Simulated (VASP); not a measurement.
# Re (P6_3/mmc) in VASP: settings compared

Re is run at these levels: LDA, PBE+D4; tasks: single point.

Everything below comes from runs of VASP 6.6.1. Logs are shortened: lines on timing, memory, paths and dates and some standing lists are left out, and cuts for length are marked.

## (1) The cell of the first run

Symmetry: P6_3/mmc, No. 194, hexagonal system. The conventional cell has a = 2.723 Å, b = 2.723 Å, c = 4.398 Å, α = 90.00°, β = 90.00°, γ = 120.00°. Within 3.6 Å of Re (site symmetry -6m2) lie 12 Re at 2.70 to 2.72 Å.

## (2) Single point, LDA

File INCAR:

```
ALGO = Normal ; EDIFF = 1E-7
ENCUT = 520 ; GGA = CA
ISIF = 2 ; ISMEAR = -1
LASPH = True ; LCHARG = False
LREAL = False ; LWAVE = False
NBANDS = 14 ; NELM = 60
PREC = Accurate ; SIGMA = 0.05
```

File KPOINTS:

```
k-points
0
Gamma
  11 11 6
```

File POSCAR:

```
Re
1.0
    2.7234873179      0.0000000000      0.0000000000
   -1.3617436590      2.3586092042      0.0000000000
    0.0000000000      0.0000000000      4.3979466679
Re
2
Direct
    0.6666666667      0.3333333333      0.7500000000
    0.3333333333      0.6666666667      0.2500000000
```

Potentials or basis: VASP PAW LDA potentials, release 64 (Re).

On the command line:

```sh
$ cat potpaw_LDA.64/Re/POTCAR > POTCAR
$ mpirun -np 1 vasp_std > vasp.out
```

OUTCAR:

```text
EDIFF = 1E-7
   ENCUT = 520
   GGA = CA
   ISIF = 2
   ISMEAR = -1
   LASPH = True
   LREAL = False
   NELM = 60
   PREC = Accurate

 ion  position               nearest neighbor table
   1  0.667  0.333  0.750-   2 2.70   2 2.70   2 2.70   2 2.70   2 2.70   2 2.70
   2  0.333  0.667  0.250-   1 2.70   1 2.70   1 2.70   1 2.70   1 2.70   1 2.70

  LATTYP: Found a hexagonal cell.
 ALAT       =     2.7234873179
 C/A-ratio  =     1.6148217908

  Lattice vectors:

 A1 = (   2.7234873179,   0.0000000000,   0.0000000000)
 A2 = (  -1.3617436590,   2.3586092042,   0.0000000000)
 A3 = (   0.0000000000,   0.0000000000,   4.3979466679)

Analysis of symmetry for initial positions (statically):
=====================================================================
 Subroutine PRICEL returns:
 Original cell was already a primitive cell.

 Routine SETGRP: Setting up the symmetry group for a
 hexagonal supercell.

 Subroutine GETGRP returns: Found 24 space group operations
 (whereof 12 operations were pure point group operations)
 out of a pool of 24 trial point group operations.

The static configuration has the point symmetry D_3d.
 The point group associated with its full space group is D_6h.

Analysis of symmetry for dynamics (positions and initial velocities):
=====================================================================
 Subroutine PRICEL returns:
 Original cell was already a primitive cell.

 Routine SETGRP: Setting up the symmetry group for a
 hexagonal supercell.

 Subroutine GETGRP returns: Found 24 space group operations
 (whereof 12 operations were pure point group operations)
 out of a pool of 24 trial point group operations.

The dynamic configuration has the point symmetry D_3d.
 The point group associated with its full space group is D_6h.

 Subroutine INISYM returns: Found 24 space group operations
 (whereof 12 operations are pure point group operations),
 and found     1 'primitive' translations

----------------------------------------------------------------------------------------

                                     Primitive cell

  volume of cell :      28.2508

  direct lattice vectors                    reciprocal lattice vectors
     2.723487318  0.000000000  0.000000000     0.367176301  0.211989336  0.000000000
    -1.361743659  2.358609204  0.000000000     0.000000000  0.423978673  0.000000000
     0.000000000  0.000000000  4.397946668     0.000000000  0.000000000  0.227378837

[... 91 lines left out ...]
   POTIM  = 0.5000    time-step for ionic-motion
   TEBEG  =    0.0;   TEEND  =   0.0 temperature during run
   PSTRESS=    0.0 pullay stress
   NELECT =      14.0000    total number of electrons
   NUPDOWN=      -1.0000    fix difference up-down
   EMIN   =  10.00;   EMAX   =-10.00  energy-range for DOS
   EFERMI =   0.00;   METHOD = LEGACY
   ISMEAR =    -1;   SIGMA  =   0.05  broadening in eV -4-tet -1-fermi 0-gaus
   EFERMI_NEDOS =   21; number of points for ismear=-14 and -15
   IALGO  =     38    algorithm
   IMIX   =      4    mixing-type and parameters
     AMIX     =   0.40;   BMIX     =  1.00
     AMIX_MAG =   1.60;   BMIX_MAG =  1.00
  volume/ion in A,a.u.               =      14.13        95.32
  Fermi-wavevector in a.u.,A,eV,Ry     =   1.295509  2.448157 22.835248  1.678343
  Thomas-Fermi vector in A             =   2.427024
   LORBIT       =      0    0 simple, 1 ext, 2 COOP (PROOUT), +10 PAW based schemes
   GGA     = CA    functional components
   LHFCALC =     F    Hartree Fock is set to
   AEXX    =    0.0000 exact exchange contribution
   IVDW    =     0    specifies the selected vdW correction
   LEPSILON=     F    determine dielectric tensor
   LRPA    =     F    only Hartree local field effects (RPA)
 non-spin polarized calculation
  energy-cutoff  :      520.00
  volume of cell :       28.25
 maximum number of plane-waves:       782
   NGX = 11   NGY = 11   NGZ = 17

 number of electron      14.0000000 magnetization

 Free energy of the ion-electron system (eV)
  ---------------------------------------------------
  ext. energy  EPLUGINS =         0.00000000
  ---------------------------------------------------
  free energy    TOTEN  =       -27.51948240 eV

  energy without entropy =      -27.50747661  energy(sigma->0) =      -27.51347950

 E-fermi :   8.3947     XC(G=0): -14.0625

 val. band max:        8.3290212378   @ k =   0.1818  -0.0000   0.1667
 cond. band min:       8.4153047961   @ k =   0.1818   0.0909   0.0000
 fundamental gap:      0.0862835582
 Fermi energy:         8.3946658466

 k-point     1 :       0.0000    0.0000    0.0000
  band No.  band energies     occupation
      1      -1.7016      2.00000
      2       1.4568      2.00000
      3       6.6552      2.00000
      4       6.6552      2.00000
      5       6.6619      2.00000
      6       7.5486      2.00000
      7       7.5486      2.00000
      8       8.5348      0.11433
      9       8.5348      0.11433
     10       9.2131      0.00000
     11      11.9115      0.00000
     12      11.9115      0.00000
     13      18.9575      0.00000
     14      22.6326      0.00000
[... 377 lines left out ...]
      1       0.7083      2.00000
      2       3.2372      2.00000
      3       4.6531      2.00000
      4       4.9682      2.00000
      5       6.2790      2.00000
      6       7.0258      2.00000
      7       7.6813      2.00000
      8       8.6560      0.01068
      9       9.4183      0.00000
     10       9.8324      0.00000
     11      12.3554      0.00000
     12      15.6294      0.00000
     13      20.1046      0.00000
     14      24.9302      0.00000

 [... further k-points ...]

------------------------ aborting loop because EDIFF is reached ----------------------------------------

  FORCE on cell =-STRESS in cart. coord.  units (eV):
  Direction    XX          YY          ZZ          XY          YZ          ZX
  --------------------------------------------------------------------------------------
  -------------------------------------------------------------------------------------
  Total        1.3794288      1.3794288      1.3038029     -0.0000000      0.0000000      0.0000000
  in kB       78.2309426     78.2309426     73.9420074     -0.0000000      0.0000000      0.0000000
  external PRESSURE =      76.8012975 kB  Pullay stress =       0.0000000 kB

 VOLUME and BASIS-vectors are now :
 -----------------------------------------------------------------------------
  energy-cutoff  :      520.00
  volume of cell :       28.25
      direct lattice vectors                 reciprocal lattice vectors
     2.723487318  0.000000000  0.000000000     0.367176301  0.211989336  0.000000000
    -1.361743659  2.358609204  0.000000000     0.000000000  0.423978673  0.000000000
     0.000000000  0.000000000  4.397946668     0.000000000  0.000000000  0.227378837

 POSITION                                       TOTAL-FORCE (eV/Angst)
 -----------------------------------------------------------------------------------
      1.36174      0.78620      3.29846         0.000000     -0.000000      0.000000
     -0.00000      1.57241      1.09949        -0.000000      0.000000      0.000000
 -----------------------------------------------------------------------------------
    total drift:                               -0.000000      0.000000     -0.000000

  FREE ENERGIE OF THE ION-ELECTRON SYSTEM (eV)
  ---------------------------------------------------
  free  energy   TOTEN  =       -27.5194823997 eV

  energy  without entropy=      -27.5074766052  energy(sigma->0) =      -27.51347950
```

OSZICAR:

```text
N       E                     dE             d eps       ncg     rms          rms(c)
DAV:   1     0.825374522399E+02    0.82537E+02   -0.61572E+03  2140   0.103E+03
DAV:   2    -0.227238907838E+02   -0.10526E+03   -0.88014E+02  2788   0.345E+02
DAV:   3    -0.288420019034E+02   -0.61181E+01   -0.53200E+01  3048   0.107E+02
DAV:   4    -0.289324016560E+02   -0.90400E-01   -0.90238E-01  2584   0.820E+00
DAV:   5    -0.289328254689E+02   -0.42381E-03   -0.42376E-03  3030   0.110E+00    0.460E+01
DAV:   6    -0.278793161389E+02    0.10535E+01   -0.76380E-01  3082   0.140E+01    0.202E+01
DAV:   7    -0.275295536494E+02    0.34976E+00   -0.54415E-01  3088   0.115E+01    0.442E-01
DAV:   8    -0.275207668996E+02    0.87867E-02   -0.45760E-03  2718   0.561E-01    0.145E-01
DAV:   9    -0.275194722594E+02    0.12946E-02   -0.51152E-04  2626   0.203E-01    0.480E-02
DAV:  10    -0.275194839910E+02   -0.11732E-04   -0.53039E-05  2898   0.616E-02    0.247E-02
DAV:  11    -0.275194824596E+02    0.15314E-05   -0.82283E-07  3030   0.111E-02    0.176E-03
DAV:  12    -0.275194823997E+02    0.59889E-07   -0.39760E-08  1550   0.197E-03
   1 F= -.27519482E+02 E0= -.27513480E+02  d E =-.120058E-01
```

stdout:

```text
POSCAR found type information on POSCAR Re
 POSCAR found :  1 types and       2 ions
 scaLAPACK will be used
 LDA part: xc-table for (Slater(with rela. corr.)+CA(PZ))
 , standard interpolation
 POSCAR, INCAR and KPOINTS ok, starting setup
 FFT: planning ... GRIDC
 FFT: planning ... GRID_SOFT
 FFT: planning ... GRID
 WAVECAR not read
 entering main loop
```

It took 30 s on 1 thread of AMD EPYC 7R43 (Zen 3), shared host; peak memory 0.11 GiB.

What came out:

| Quantity | Value |
| --- | --- |
| Free energy | -27.5195 eV |
| Pressure | 7.7 GPa |
| Band gap on the k mesh | zero (band 7 reaches 9.96 eV, above the bottom of band 8 at 6.52 eV) |

Stress tensor (GPa, compression positive):
```
7.82 0.00 0.00
0.00 7.82 0.00
0.00 0.00 7.39
```

Caveat: spin-orbit coupling is left out, which moves the levels of the heavy elements.

## (3) Single point, PBE+D4

This run uses another cell than the first one, of 14.67 Å³/atom, 1.039 times its volume.

File INCAR:

```
PREC     = Accurate       # precision mode
ENCUT    = 520            # plane-wave cutoff, eV
EDIFF    = 1E-6           # SCF threshold, eV
ISMEAR   = -1             # smearing method
SIGMA    = 0.05           # smearing width, eV
LREAL    = False          # projectors in reciprocal space
LASPH    = True           # aspherical terms in the spheres
NELM     = 80             # most SCF steps
ALGO     = Fast           # electronic algorithm
ISIF     = 2              # what is computed and relaxed
LWAVE    = False          # write WAVECAR
LCHARG   = False          # write CHGCAR
GGA      = PE             # functional
IVDW     = 13             # dispersion correction
NBANDS   = 14             # bands
```

File KPOINTS:

```
Automatic mesh
0
Gamma
  11 11 6
```

File POSCAR:

```
Re
1.0
    2.7574074050      0.0000000000      0.0000000000
   -1.3787037025      2.3879848613      0.0000000000
    0.0000000000      0.0000000000      4.4561031110
Re
2
Direct
    0.6666666667      0.3333333333      0.7500000000
    0.3333333333      0.6666666667      0.2500000000
```

Potentials or basis: VASP PAW PBE potentials, release 64 (Re).

On the command line:

```sh
$ cat potpaw_PBE.64/Re/POTCAR > POTCAR
$ mpirun -np 1 vasp_std > vasp.out
```

Run time: 49 s. Hardware: 1 thread of AMD EPYC 7R43 (Zen 3), shared host; peak memory 0.13 GiB.

The run converged. Its results:

```yaml
Free_energy: -26.2616 eV
Pressure: -0.4 GPa
Band_gap_on_the_k_mesh: zero (band 7 reaches 9.28 eV, above the bottom of band 8 at 6.21 eV)
Dispersion_energy_per_atom: -0.709 eV
```

Stress tensor (GPa, compression positive):
```
-0.32  0.00  0.00
 0.00 -0.32  0.00
 0.00  0.00 -0.48
```

Levels at points of the mesh, in eV from the Fermi level:
```
           k point  band 3  band 4  band 5  band 6  band 7  band 8  band 9  band 10  band 11  band 12
(0.00, 0.00, 0.00)   -1.60   -1.59   -1.59   -0.76   -0.76    0.18    0.18     0.61     3.37     3.37
(0.00, 0.00, 0.50)   -2.40   -2.40   -1.72   -1.72   -1.72   -1.72    2.55     2.55     2.55     2.55
```

Caveat: spin-orbit coupling is left out, which moves the levels of the heavy elements; pairwise dispersion overbinds metals, which lowers pressure and volume.
